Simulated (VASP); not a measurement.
# BaZrO3 (Pm-3m) in VASP: further runs, part 2 of 2

VASP 6.6.1. Earlier steps stand in the parts before.

## 4. Single point, PBE

Contents of INCAR:

```
PREC = Accurate ; ENCUT = 520
EDIFF = 1E-6 ; ISMEAR = 0
SIGMA = 0.01 ; LREAL = F
LASPH = T ; NELM = 100
ALGO = Normal ; ISIF = 2
LWAVE = F ; LCHARG = F
GGA = PE ; NBANDS = 28
```

Contents of KPOINTS:

```
regular mesh
0
Gamma
  8 8 8
```

Contents of POSCAR:

```
BaZrO3
1.0
    4.1913400000      0.0000000000      0.0000000000
    0.0000000000      4.1913400000      0.0000000000
    0.0000000000      0.0000000000      4.1913400000
Ba Zr O
1 1 3
Direct
    0.0000000000      0.0000000000      0.0000000000
    0.5000000000      0.5000000000      0.5000000000
    0.0000000000      0.5000000000      0.5000000000
    0.5000000000      0.0000000000      0.5000000000
    0.5000000000      0.5000000000      0.0000000000
```

Potentials or basis: VASP PAW PBE potentials, release 64 (Ba_sv, Zr_sv, O).

Launch:

```console
> cat potpaw_PBE.64/Ba_sv/POTCAR potpaw_PBE.64/Zr_sv/POTCAR potpaw_PBE.64/O/POTCAR > POTCAR
> mpirun -np 1 vasp_std > vasp.out
```

OUTCAR:

```text
PREC = Accurate
   ENCUT = 520
   EDIFF = 1E-6
   ISMEAR = 0
   LREAL = F
   LASPH = T
   NELM = 100
   ISIF = 2
   GGA = PE

 ion  position               nearest neighbor table
   1  0.000  0.000  0.000-   3 2.96   4 2.96   5 2.96   3 2.96   4 2.96   3 2.96   5 2.96   3 2.96
                             4 2.96   5 2.96   4 2.96   5 2.96   2 3.63   2 3.63   2 3.63   2 3.63
   2  0.500  0.500  0.500-   3 2.10   4 2.10   5 2.10   5 2.10   4 2.10   3 2.10   1 3.63   1 3.63
                             1 3.63   1 3.63   1 3.63   1 3.63   1 3.63   1 3.63
   3  0.000  0.500  0.500-   2 2.10   2 2.10   1 2.96   1 2.96   1 2.96   1 2.96
   4  0.500  0.000  0.500-   2 2.10   2 2.10   1 2.96   1 2.96   1 2.96   1 2.96
   5  0.500  0.500  0.000-   2 2.10   2 2.10   1 2.96   1 2.96   1 2.96   1 2.96

  LATTYP: Found a simple cubic cell.
 ALAT       =     4.1913400000

  Lattice vectors:

 A1 = (   4.1913400000,   0.0000000000,   0.0000000000)
 A2 = (   0.0000000000,   4.1913400000,   0.0000000000)
 A3 = (   0.0000000000,   0.0000000000,   4.1913400000)

Analysis of symmetry for initial positions (statically):
=====================================================================
 Subroutine PRICEL returns:
 Original cell was already a primitive cell.

 Routine SETGRP: Setting up the symmetry group for a
 simple cubic supercell.

 Subroutine GETGRP returns: Found 48 space group operations
 (whereof 48 operations were pure point group operations)
 out of a pool of 48 trial point group operations.

The static configuration has the point symmetry O_h .

Analysis of symmetry for dynamics (positions and initial velocities):
=====================================================================
 Subroutine PRICEL returns:
 Original cell was already a primitive cell.

 Routine SETGRP: Setting up the symmetry group for a
 simple cubic supercell.

 Subroutine GETGRP returns: Found 48 space group operations
 (whereof 48 operations were pure point group operations)
 out of a pool of 48 trial point group operations.

The dynamic configuration has the point symmetry O_h .

 Subroutine INISYM returns: Found 48 space group operations
 (whereof 48 operations are pure point group operations),
 and found     1 'primitive' translations

----------------------------------------------------------------------------------------

                                     Primitive cell

  volume of cell :      73.6307

  direct lattice vectors                    reciprocal lattice vectors
     4.191340000  0.000000000  0.000000000     0.238587182  0.000000000  0.000000000
     0.000000000  4.191340000  0.000000000     0.000000000  0.238587182  0.000000000
     0.000000000  0.000000000  4.191340000     0.000000000  0.000000000  0.238587182

  length of vectors
     4.191340000  4.191340000  4.191340000     0.238587182  0.238587182  0.238587182

  position of ions in fractional coordinates (direct lattice)
     0.000000000  0.000000000  0.000000000
     0.500000000  0.500000000  0.500000000
     0.000000000  0.500000000  0.500000000
     0.500000000  0.000000000  0.500000000
     0.500000000  0.500000000  0.000000000

  ion indices of the primitive-cell ions
   primitive index   ion index
                 1           1
                 2           2
                 3           3
                 4           4
                 5           5

[... 29 lines left out ...]
  0.125000  0.000000  0.000000      6.000000
  0.250000  0.000000  0.000000      6.000000
  0.375000  0.000000  0.000000      6.000000
  0.500000  0.000000  0.000000      3.000000
  0.125000  0.125000  0.000000     12.000000
[... 16 lines left out ...]
  0.375000  0.375000  0.125000     24.000000
  0.500000  0.375000  0.125000     24.000000
 [... further k-points ...]
   k-points           NKPTS =     35   k-points in BZ     NKDIM =     35   number of bands    NBANDS=     28
   number of dos      NEDOS =    301   number of ions     NIONS =      5
   total plane-waves  NPLWV =  32768
   dimension x,y,z NGX =    32 NGY =   32 NGZ =   32
   dimension x,y,z NGXF=    64 NGYF=   64 NGZF=   64
   ions per type =               1   1   3
   NGX,Y,Z   is equivalent  to a cutoff of  12.69, 12.69, 12.69 a.u.
   NGXF,Y,Z  is equivalent  to a cutoff of  25.39, 25.39, 25.39 a.u.
 SYSTEM =  unknown system
   PREC   = accura    normal or accurate (medium, high low for compatibility)
   ISTART =      0    job   : 0-new  1-cont  2-samecut
   ICHARG =      2    charge: 1-file 2-atom 10-const
   ISPIN  =      1    spin polarized calculation?
   LNONCOLLINEAR =      F non collinear calculations
   LSORBIT =      F    spin-orbit coupling
   LASPH  =      T    aspherical Exc in radial PAW
   ENCUT  =  520.0 eV  38.22 Ry    6.18 a.u.   7.79  7.79  7.79*2*pi/ulx,y,z
   NELM   =    100;   NELMIN=  2; NELMDL= -5     # of ELM steps
   EDIFF  = 0.1E-05   stopping-criterion for ELM
   LREAL  =      F    real-space projection
   EDIFFG = 0.1E-04   stopping-criterion for IOM
   NSW    =      0    number of steps for IOM
   IBRION =     -1    ionic relax: 0-MD 1-quasi-New 2-CG
   NFREE  =      0    steps in history (QN), initial steepest desc. (CG)
   ISIF   =      2    stress and relaxation
   ISYM   =      2    0-nonsym 1-usesym 2-fastsym
   POTIM  = 0.5000    time-step for ionic-motion
   TEBEG  =    0.0;   TEEND  =   0.0 temperature during run
   PSTRESS=    0.0 pullay stress
   NELECT =      40.0000    total number of electrons
   NUPDOWN=      -1.0000    fix difference up-down
   EMIN   =  10.00;   EMAX   =-10.00  energy-range for DOS
   EFERMI =   0.00;   METHOD = LEGACY
   ISMEAR =     0;   SIGMA  =   0.01  broadening in eV -4-tet -1-fermi 0-gaus
   EFERMI_NEDOS =   21; number of points for ismear=-14 and -15
   IALGO  =     38    algorithm
   IMIX   =      4    mixing-type and parameters
     AMIX     =   0.40;   BMIX     =  1.00
     AMIX_MAG =   1.60;   BMIX_MAG =  1.00
  volume/ion in A,a.u.               =      14.73        99.38
  Fermi-wavevector in a.u.,A,eV,Ry     =   1.335802  2.524299 24.277770  1.784366
  Thomas-Fermi vector in A             =   2.464478
   LORBIT       =      0    0 simple, 1 ext, 2 COOP (PROOUT), +10 PAW based schemes
   GGA     = PE    functional components
   LHFCALC =     F    Hartree Fock is set to
   AEXX    =    0.0000 exact exchange contribution
   IVDW    =     0    specifies the selected vdW correction
   LEPSILON=     F    determine dielectric tensor
   LRPA    =     F    only Hartree local field effects (RPA)
 non-spin polarized calculation
 Gauss-broadening in eV      SIGMA  =   0.01
  energy-cutoff  :      520.00
  volume of cell :       73.63
 maximum number of plane-waves:      2000
 NGX is ok and might be reduce to    32
   NGX = 15   NGY = 15   NGZ = 15

 number of electron      40.0000000 magnetization

 Free energy of the ion-electron system (eV)
  ---------------------------------------------------
  ext. energy  EPLUGINS =         0.00000000
  ---------------------------------------------------
  free energy    TOTEN  =       -41.68642544 eV

  energy without entropy =      -41.68642544  energy(sigma->0) =      -41.68642544

 E-fermi :   3.8494     XC(G=0): -10.7713

 val. band max:        3.7892857275   @ k =   0.5000   0.5000   0.5000
 cond. band min:       6.9787128660   @ k =   0.0000   0.0000   0.0000
 fundamental gap:      3.1894271385
 Fermi energy:         3.8494407000

 k-point     1 :       0.0000    0.0000    0.0000
  band No.  band energies     occupation
      1     -43.2294      2.00000
      2     -21.5268      2.00000
      3     -21.3906      2.00000
      4     -21.3906      2.00000
      5     -21.3906      2.00000
      6     -12.5826      2.00000
[... 733 lines left out ...]
     27      12.2332      0.00000
     28      12.8934      0.00000

 [... further k-points ...]

------------------------ aborting loop because EDIFF is reached ----------------------------------------

  FORCE on cell =-STRESS in cart. coord.  units (eV):
  Direction    XX          YY          ZZ          XY          YZ          ZX
  --------------------------------------------------------------------------------------
  -------------------------------------------------------------------------------------
  Total        2.3407130      2.3407130      2.3407130     -0.0000000     -0.0000000      0.0000000
  in kB       50.9330956     50.9330956     50.9330956     -0.0000000     -0.0000000      0.0000000
  external PRESSURE =      50.9330956 kB  Pullay stress =       0.0000000 kB

 VOLUME and BASIS-vectors are now :
 -----------------------------------------------------------------------------
  energy-cutoff  :      520.00
  volume of cell :       73.63
      direct lattice vectors                 reciprocal lattice vectors
     4.191340000  0.000000000  0.000000000     0.238587182  0.000000000  0.000000000
     0.000000000  4.191340000  0.000000000     0.000000000  0.238587182  0.000000000
     0.000000000  0.000000000  4.191340000     0.000000000  0.000000000  0.238587182

 POSITION                                       TOTAL-FORCE (eV/Angst)
 -----------------------------------------------------------------------------------
      0.00000      0.00000      0.00000         0.000000      0.000000      0.000000
      2.09567      2.09567      2.09567         0.000000      0.000000      0.000000
      0.00000      2.09567      2.09567         0.000000      0.000000      0.000000
      2.09567      0.00000      2.09567         0.000000      0.000000      0.000000
      2.09567      2.09567      0.00000         0.000000      0.000000      0.000000
 -----------------------------------------------------------------------------------
    total drift:                                0.000000     -0.000000     -0.000000

  FREE ENERGIE OF THE ION-ELECTRON SYSTEM (eV)
  ---------------------------------------------------
  free  energy   TOTEN  =       -41.6864254428 eV

  energy  without entropy=      -41.6864254428  energy(sigma->0) =      -41.68642544
```

stdout:

```text
POSCAR found type information on POSCAR BaZrO
 POSCAR found :  3 types and       5 ions
 scaLAPACK will be used
 LDA part: xc-table for (Slater+PW92), standard interpolation
 POSCAR, INCAR and KPOINTS ok, starting setup
 FFT: planning ... GRIDC
 FFT: planning ... GRID_SOFT
 FFT: planning ... GRID
 WAVECAR not read
 entering main loop
```

It took 43 s on 1 thread of Intel Xeon Platinum 8375C at 2.90GHz (Ice Lake), shared host; peak memory 0.22 GiB.

Results:

* Free energy: -41.6864 eV
* Pressure: 5.1 GPa
* Band gap on the k mesh: 3.19 eV, indirect (least direct gap 3.41 eV)

Levels at points of the mesh, in eV from the valence-band top:
```
           k point  band 17  band 18  band 19  band 20  band 21  band 22  band 23  band 24
(0.00, 0.00, 0.00)    -0.98    -0.22    -0.22    -0.22     3.19     3.19     3.19     4.65
(0.50, 0.00, 0.00)    -1.73    -1.68    -0.45    -0.45     3.64     5.71     5.71     6.43
(0.50, 0.50, 0.00)    -0.93    -0.93    -0.79    -0.08     5.68     5.68     6.46     6.50
(0.50, 0.50, 0.50)    -2.54     0.00     0.00     0.00     5.98     5.98     5.98     7.00
```

Caveat: spin-orbit coupling is left out, which moves the levels of the heavy elements.

## 5. Summary

| k mesh | gap on the mesh (eV) | pressure (GPa) |
| --- | --- | --- |
| 2 × 2 × 2 | 2.99 | 6.9 |
| 4 × 4 × 4 | 3.18 | 5.1 |
| 8 × 8 × 8 | 3.19 | 5.1 |

Alike in all rows: task single point; level PBE; potentials or basis VASP PAW PBE potentials, release 64 (Ba_sv, Zr_sv, O); no spin polarisation; cell as given; cutoff (eV) 520; smearing gaussian 0.01 eV.

Caveats: some runs use coarse meshes; spin-orbit coupling is left out, which moves the levels of the heavy elements.

Absolute energies hang on the potentials; compare differences alone.
